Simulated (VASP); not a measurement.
# NiSb (P6_3/mmc) in VASP: further runs

The runs below take NiSb through single point, with PBEsol.

Program: VASP 6.6.1. These are calculated values, not measurements. Logs are shortened: lines on timing, memory, paths and dates and some standing lists are left out, and cuts for length are marked.

## (1) The cell of the first run

It takes space group P6_3/mmc (No. 194, hexagonal). The conventional cell has a = 3.838 Å, b = 3.838 Å, c = 5.131 Å, α = 90.00°, β = 90.00°, γ = 120.00°. Ni (site symmetry -3m) has 6 Sb at 2.56 Å and 2 Ni at 2.57 Å within 3.4 Å. Within 3.4 Å of Sb (site symmetry -6m2) lie 6 Ni at 2.56 Å and 6 Sb at 3.39 Å.

## (2) Single point, PBEsol (biaxial strain in the a-b plane: -2.0 %)

INCAR reads:

```
SYSTEM = NiSb
PREC     = Accurate       ! precision mode
ENCUT    = 520            ! plane-wave cutoff, eV
EDIFF    = 1E-6           ! SCF threshold, eV
ISMEAR   = 0              ! smearing method
SIGMA    = 0.1            ! smearing width, eV
LREAL    = .FALSE.        ! projectors in reciprocal space
LASPH    = .TRUE.         ! aspherical terms in the spheres
NELM     = 100            ! most SCF steps
ALGO     = Normal         ! electronic algorithm
ISIF     = 2              ! what is computed and relaxed
LWAVE    = .FALSE.        ! write WAVECAR
LCHARG   = .FALSE.        ! write CHGCAR
GGA      = PS             ! functional
NBANDS   = 23             ! bands
```

KPOINTS reads:

```
Automatic mesh
0
G
  18 18 10
  0 0 0
```

POSCAR reads:

```
NiSb
1.0
    3.8376192299      0.0000000000      0.0000000000
   -1.9188096149      3.3234757431      0.0000000000
    0.0000000000      0.0000000000      5.1311389347
Ni Sb
2 2
Direct
    0.0000000000      0.0000000000      0.0000000000
    0.0000000000      0.0000000000      0.5000000000
    0.3333333333      0.6666666667      0.2500000000
    0.6666666667      0.3333333333      0.7500000000
```

Potentials or basis: VASP PAW PBE potentials, release 64 (Ni, Sb).

Launch:

```sh
$ cat potpaw_PBE.64/Ni/POTCAR potpaw_PBE.64/Sb/POTCAR > POTCAR
$ mpirun -np 1 vasp_std > vasp.out
```

OUTCAR:

```text
SYSTEM = NiSb
   PREC = Accurate
   ENCUT = 520
   EDIFF = 1E-6
   ISMEAR = 0
   LREAL = .FALSE.
   LASPH = .TRUE.
   NELM = 100
   ISIF = 2
   GGA = PS

 ion  position               nearest neighbor table
   1  0.000  0.000  0.000-   3 2.56   4 2.56   3 2.56   4 2.56   4 2.56   3 2.56   2 2.57   2 2.57

   2  0.000  0.000  0.500-   3 2.56   4 2.56   3 2.56   4 2.56   4 2.56   3 2.56   1 2.57   1 2.57

   3  0.333  0.667  0.250-   1 2.56   2 2.56   1 2.56   2 2.56   1 2.56   2 2.56   4 3.39   4 3.39
                             4 3.39   4 3.39   4 3.39   4 3.39
   4  0.667  0.333  0.750-   1 2.56   2 2.56   1 2.56   2 2.56   1 2.56   2 2.56   3 3.39   3 3.39
                             3 3.39   3 3.39   3 3.39   3 3.39

  LATTYP: Found a hexagonal cell.
 ALAT       =     3.8376192299
 C/A-ratio  =     1.3370630663

  Lattice vectors:

 A1 = (   3.8376192299,   0.0000000000,   0.0000000000)
 A2 = (  -1.9188096149,   3.3234757431,   0.0000000000)
 A3 = (   0.0000000000,   0.0000000000,   5.1311389347)

Analysis of symmetry for initial positions (statically):
=====================================================================
 Subroutine PRICEL returns:
 Original cell was already a primitive cell.

 Routine SETGRP: Setting up the symmetry group for a
 hexagonal supercell.

 Subroutine GETGRP returns: Found 24 space group operations
 (whereof 12 operations were pure point group operations)
 out of a pool of 24 trial point group operations.

The static configuration has the point symmetry D_3d.
 The point group associated with its full space group is D_6h.

Analysis of symmetry for dynamics (positions and initial velocities):
=====================================================================
 Subroutine PRICEL returns:
 Original cell was already a primitive cell.

 Routine SETGRP: Setting up the symmetry group for a
 hexagonal supercell.

 Subroutine GETGRP returns: Found 24 space group operations
 (whereof 12 operations were pure point group operations)
 out of a pool of 24 trial point group operations.

The dynamic configuration has the point symmetry D_3d.
 The point group associated with its full space group is D_6h.

 Subroutine INISYM returns: Found 24 space group operations
 (whereof 12 operations are pure point group operations),
 and found     1 'primitive' translations

----------------------------------------------------------------------------------------

                                     Primitive cell

  volume of cell :      65.4437

  direct lattice vectors                    reciprocal lattice vectors
     3.837619230  0.000000000  0.000000000     0.260578223  0.150444907  0.000000000
    -1.918809615  3.323475743  0.000000000     0.000000000  0.300889815  0.000000000
     0.000000000  0.000000000  5.131138935     0.000000000  0.000000000  0.194888506

  length of vectors
     3.837619230  3.837619230  5.131138935     0.300889815  0.300889815  0.194888506

  position of ions in fractional coordinates (direct lattice)
     0.000000000  0.000000000  0.000000000
     0.000000000  0.000000000  0.500000000
     0.333333333  0.666666667  0.250000000
     0.666666667  0.333333333  0.750000000

  ion indices of the primitive-cell ions
   primitive index   ion index
                 1           1
                 2           2
                 3           3
                 4           4

----------------------------------------------------------------------------------------

 KPOINTS: Automatic mesh

Automatic generation of k-mesh.
 Grid dimensions read from file:
 generate k-points for:   18   18   10

 Generating k-lattice:

  Cartesian coordinates                     Fractional coordinates (reciprocal lattice)
     0.014476568  0.008358050  0.000000000     0.055555556  0.000000000  0.000000000
     0.000000000  0.016716101  0.000000000     0.000000000  0.055555556  0.000000000
     0.000000000  0.000000000  0.019488851     0.000000000  0.000000000  0.100000000

  Length of vectors
     0.016716101  0.016716101  0.019488851

  Shift w.r.t. Gamma in fractional coordinates (k-lattice)
     0.000000000  0.000000000  0.000000000

 Subroutine IBZKPT returns following result:
 ===========================================

 Found    222 irreducible k-points:

 Following reciprocal coordinates:
            Coordinates               Weight
  0.000000  0.000000  0.000000      1.000000
  0.055556  0.000000  0.000000      6.000000
  0.111111  0.000000  0.000000      6.000000
  0.166667  0.000000  0.000000      6.000000
  0.222222  0.000000  0.000000      6.000000
  0.277778  0.000000  0.000000      6.000000
[... 16 lines left out ...]
  0.333333  0.111111  0.000000     12.000000
  0.388889  0.111111  0.000000     12.000000
 [... further k-points ...]
   k-points           NKPTS =    222   k-points in BZ     NKDIM =    222   number of bands    NBANDS=     23
   number of dos      NEDOS =    301   number of ions     NIONS =      4
   total plane-waves  NPLWV =  36000
   dimension x,y,z NGX =    30 NGY =   30 NGZ =   40
   dimension x,y,z NGXF=    60 NGYF=   60 NGZF=   80
   ions per type =               2   2
   NGX,Y,Z   is equivalent  to a cutoff of  13.00, 13.00, 12.96 a.u.
   NGXF,Y,Z  is equivalent  to a cutoff of  25.99, 25.99, 25.92 a.u.
 SYSTEM =  NiSb
   PREC   = accura    normal or accurate (medium, high low for compatibility)
   ISTART =      0    job   : 0-new  1-cont  2-samecut
   ICHARG =      2    charge: 1-file 2-atom 10-const
   ISPIN  =      1    spin polarized calculation?
   LNONCOLLINEAR =      F non collinear calculations
   LSORBIT =      F    spin-orbit coupling
   LASPH  =      T    aspherical Exc in radial PAW
   ENCUT  =  520.0 eV  38.22 Ry    6.18 a.u.   7.14  7.14  9.54*2*pi/ulx,y,z
   NELM   =    100;   NELMIN=  2; NELMDL= -5     # of ELM steps
   EDIFF  = 0.1E-05   stopping-criterion for ELM
   LREAL  =      F    real-space projection
   EDIFFG = 0.1E-04   stopping-criterion for IOM
   NSW    =      0    number of steps for IOM
   IBRION =     -1    ionic relax: 0-MD 1-quasi-New 2-CG
   NFREE  =      0    steps in history (QN), initial steepest desc. (CG)
   ISIF   =      2    stress and relaxation
   ISYM   =      2    0-nonsym 1-usesym 2-fastsym
   POTIM  = 0.5000    time-step for ionic-motion
   TEBEG  =    0.0;   TEEND  =   0.0 temperature during run
   PSTRESS=    0.0 pullay stress
   NELECT =      30.0000    total number of electrons
   NUPDOWN=      -1.0000    fix difference up-down
   EMIN   =  10.00;   EMAX   =-10.00  energy-range for DOS
   EFERMI =   0.00;   METHOD = LEGACY
   ISMEAR =     0;   SIGMA  =   0.10  broadening in eV -4-tet -1-fermi 0-gaus
   EFERMI_NEDOS =   21; number of points for ismear=-14 and -15
   IALGO  =     38    algorithm
   IMIX   =      4    mixing-type and parameters
     AMIX     =   0.40;   BMIX     =  1.00
     AMIX_MAG =   1.60;   BMIX_MAG =  1.00
  volume/ion in A,a.u.               =      16.36       110.41
  Fermi-wavevector in a.u.,A,eV,Ry     =   1.262290  2.385382 21.679202  1.593376
  Thomas-Fermi vector in A             =   2.395706
   LORBIT       =      0    0 simple, 1 ext, 2 COOP (PROOUT), +10 PAW based schemes
   GGA     = PS    functional components
   LHFCALC =     F    Hartree Fock is set to
   AEXX    =    0.0000 exact exchange contribution
   IVDW    =     0    specifies the selected vdW correction
   LEPSILON=     F    determine dielectric tensor
   LRPA    =     F    only Hartree local field effects (RPA)
 non-spin polarized calculation
 Gauss-broadening in eV      SIGMA  =   0.10
  energy-cutoff  :      520.00
  volume of cell :       65.44
 maximum number of plane-waves:      1797
 NGX is ok and might be reduce to    30
   NGX = 15   NGY = 15   NGZ = 19

 number of electron      30.0000005 magnetization

 Free energy of the ion-electron system (eV)
  ---------------------------------------------------
  ext. energy  EPLUGINS =         0.00000000
  ---------------------------------------------------
  free energy    TOTEN  =       -22.64265471 eV

  energy without entropy =      -22.63425705  energy(sigma->0) =      -22.63845588

 E-fermi :  10.6029     XC(G=0): -11.8841

 val. band max:       10.6019382153   @ k =   0.3889   0.0000   0.1000
 cond. band min:      10.6138681743   @ k =   0.3889   0.0556   0.5000
 fundamental gap:      0.0119299590
 Fermi energy:        10.6028608648

 k-point     1 :       0.0000    0.0000    0.0000
  band No.  band energies     occupation
      1      -2.8197      2.00000
      2       1.8569      2.00000
      3       3.8927      2.00000
      4       6.4463      2.00000
      5       6.4463      2.00000
      6       7.2176      2.00000
[... 15 lines left out ...]
     22      17.1254      0.00000
     23      18.6518      0.00000

 k-point     2 :       0.0556    0.0000    0.0000
  band No.  band energies     occupation
      1      -2.7782      2.00000
      2       1.8594      2.00000
      3       3.9391      2.00000
      4       6.4340      2.00000
      5       6.4553      2.00000
      6       7.2055      2.00000
[... 15 lines left out ...]
     22      17.1948      0.00000
     23      18.2912      0.00000

 k-point     3 :       0.1111    0.0000    0.0000
  band No.  band energies     occupation
      1      -2.6541      2.00000
      2       1.8638      2.00000
      3       4.0775      2.00000
      4       6.3902      2.00000
      5       6.4819      2.00000
      6       7.1600      2.00000
[... 15 lines left out ...]
     22      17.6553      0.00000
     23      17.7449      0.00000

 k-point     4 :       0.1667    0.0000    0.0000
  band No.  band energies     occupation
      1      -2.4487      2.00000
      2       1.8597      2.00000
      3       4.3055      2.00000
      4       6.2819      2.00000
      5       6.5245      2.00000
      6       7.0524      2.00000
[... 15 lines left out ...]
     22      17.5501      0.00000
     23      17.8099      0.00000

 k-point     5 :       0.2222    0.0000    0.0000
  band No.  band energies     occupation
      1      -2.1650      2.00000
      2       1.8282      2.00000
      3       4.6187      2.00000
      4       6.0191      2.00000
      5       6.5795      2.00000
      6       6.8992      2.00000
[... 15 lines left out ...]
     22      17.1188      0.00000
     23      17.9485      0.00000

 k-point     6 :       0.2778    0.0000    0.0000
  band No.  band energies     occupation
      1      -1.8073      2.00000
      2       1.7399      2.00000
      3       5.0097      2.00000
      4       5.5583      2.00000
      5       6.6400      2.00000
      6       6.8155      2.00000
[... 15 lines left out ...]
     22      16.8487      0.00000
     23      18.7966      0.00000

 k-point     7 :       0.3333    0.0000    0.0000
  band No.  band energies     occupation
      1      -1.3837      2.00000
      2       1.5575      2.00000
      3       5.0479      2.00000
      4       5.4658      2.00000
      5       6.6955      2.00000
      6       6.8230      2.00000
[... 353 lines left out ...]
     22      17.8940      0.00000
     23      18.3468      0.00000

 k-point    21 :       0.2222    0.1111    0.0000
  band No.  band energies     occupation
      1      -1.6900      2.00000
      2       1.7279      2.00000
      3       5.1357      2.00000
      4       5.6451      2.00000
      5       6.3897      2.00000
      6       6.6032      2.00000
[... 15 lines left out ...]
     22      18.0038      0.00000
     23      18.4331      0.00000

 k-point    22 :       0.2778    0.1111    0.0000
  band No.  band energies     occupation
      1      -1.2708      2.00000
      2       1.5573      2.00000
      3       5.0890      2.00000
      4       5.5831      2.00000
      5       6.3847      2.00000
      6       6.5550      2.00000
[... 15 lines left out ...]
     22      18.4111      0.00000
     23      18.4665      0.00000

 k-point    23 :       0.3333    0.1111    0.0000
  band No.  band energies     occupation
      1      -0.8030      2.00000
      2       1.2786      2.00000
      3       4.6295      2.00000
      4       6.0675      2.00000
      5       6.4029      2.00000
      6       6.5242      2.00000
[... 15 lines left out ...]
     22      18.4699      0.00000
     23      19.3189      0.00000

 k-point    24 :       0.3889    0.1111    0.0000
  band No.  band energies     occupation
      1      -0.3252      2.00000
      2       0.9089      2.00000
      3       4.3449      2.00000
      4       6.4210      2.00000
      5       6.5104      2.00000
      6       6.5397      2.00000
[... 15 lines left out ...]
     22      18.4639      0.00000
     23      20.3812      0.00000

 [... further k-points ...]
[... 5 lines left out ...]
  --------------------------------------------------------------------------------------
  -------------------------------------------------------------------------------------
  Total        2.2597908      2.2597908      0.5885082      0.0000000     -0.0000000      0.0000000
  in kB       55.3236270     55.3236270     14.4077097      0.0000000     -0.0000000      0.0000000
  external PRESSURE =      41.6849879 kB  Pullay stress =       0.0000000 kB

 VOLUME and BASIS-vectors are now :
 -----------------------------------------------------------------------------
  energy-cutoff  :      520.00
  volume of cell :       65.44
      direct lattice vectors                 reciprocal lattice vectors
     3.837619230  0.000000000  0.000000000     0.260578223  0.150444907  0.000000000
    -1.918809615  3.323475743  0.000000000     0.000000000  0.300889815  0.000000000
     0.000000000  0.000000000  5.131138935     0.000000000  0.000000000  0.194888506

 POSITION                                       TOTAL-FORCE (eV/Angst)
 -----------------------------------------------------------------------------------
      0.00000      0.00000      0.00000        -0.000000      0.000000      0.000000
      0.00000      0.00000      2.56557        -0.000000      0.000000      0.000000
     -0.00000      2.21565      1.28278         0.000000      0.000000     -0.000000
      1.91881      1.10783      3.84835        -0.000000      0.000000      0.000000
 -----------------------------------------------------------------------------------
    total drift:                                0.000000     -0.000000     -0.000000

  FREE ENERGIE OF THE ION-ELECTRON SYSTEM (eV)
  ---------------------------------------------------
  free  energy   TOTEN  =       -22.6426547101 eV

  energy  without entropy=      -22.6342570481  energy(sigma->0) =      -22.63845588
```

It took 3.2 min on 1 thread of AMD EPYC 9R45 (Zen 5), shared host; peak memory 0.38 GiB.

Results:

* Free energy: -22.6427 eV
* Pressure: 4.2 GPa
* Band gap on the k mesh: zero (bands 15 and 16 overlap by 3.67 eV)

Stress tensor (GPa, compression positive):
```
5.53 0.00 0.00
0.00 5.53 0.00
0.00 0.00 1.44
```

Caveat: the cell differs from its parent crystal (biaxial strain in the a-b plane: -2.0 %); the cell stands under pressure; the PAW data sets were made with another functional, which shifts forces and pressure a little; spin-orbit coupling is left out, which moves the levels of the heavy elements.

## (3) Single point, PBEsol (biaxial strain in the a-b plane: -2.0 %, then relaxed in part)

INCAR reads:

```
SYSTEM = NiSb
PREC = Accurate ; ENCUT = 520
EDIFF = 1E-7 ; ISMEAR = 0
SIGMA = 0.1 ; LREAL = .False.
LASPH = .True. ; NELM = 60
ALGO = Normal ; ISIF = 2
LWAVE = .False. ; LCHARG = .False.
GGA = PS ; NBANDS = 23
```

KPOINTS reads:

```
regular mesh
0
Gamma
  18 18 10
  0 0 0
```

POSCAR: that of step 2 with these lines changed.

```diff
@@ -4,3 +4,3 @@
    -1.9188096149      3.3234757431      0.0000000000
-    0.0000000000      0.0000000000      5.1311389347
+    0.0000000000      0.0000000000      5.1616782647
 Ni Sb
```

Potentials or basis: VASP PAW PBE potentials, release 64 (Ni, Sb).

Launch:

```sh
$ cat potpaw_PBE.64/Ni/POTCAR potpaw_PBE.64/Sb/POTCAR > POTCAR
$ mpirun -np 1 vasp_std > vasp.out
```

It took 3.5 min on 1 thread of AMD EPYC 9R45 (Zen 5), shared host; peak memory 0.39 GiB.

Results (log left out):

- Free energy: -22.6445 eV
- Pressure: 3.3 GPa
- Band gap on the k mesh: zero (bands 15 and 16 overlap by 3.67 eV)

Stress tensor (GPa, compression positive):
```
4.90 0.00 0.00
0.00 4.90 0.00
0.00 0.00 0.13
```

Levels at points of the mesh, in eV from the Fermi level:
```
           k point  band 12  band 13  band 14  band 15  band 16  band 17  band 18  band 19
(0.00, 0.00, 0.00)    -1.55    -0.21     0.76     0.76     2.74     2.74     3.40     4.13
(0.50, 0.00, 0.00)    -2.04    -1.75    -1.62    -1.53    -0.30     1.03     3.50     4.11
(0.00, 0.00, 0.50)    -2.27     0.23     0.23     2.26     2.26     2.26     2.26     5.34
(0.50, 0.00, 0.50)    -2.07    -1.97    -1.97     0.19     0.19     1.86     1.86     5.00
```

Caveat: the cell differs from its parent crystal (biaxial strain in the a-b plane: -2.0 %, then relaxed in part); the cell stands under pressure; the PAW data sets were made with another functional, which shifts forces and pressure a little; spin-orbit coupling is left out, which moves the levels of the heavy elements. Spin polarisation is off, so any magnetic state and its effect on volume and gap are missing.

[end of part 1 of 2]
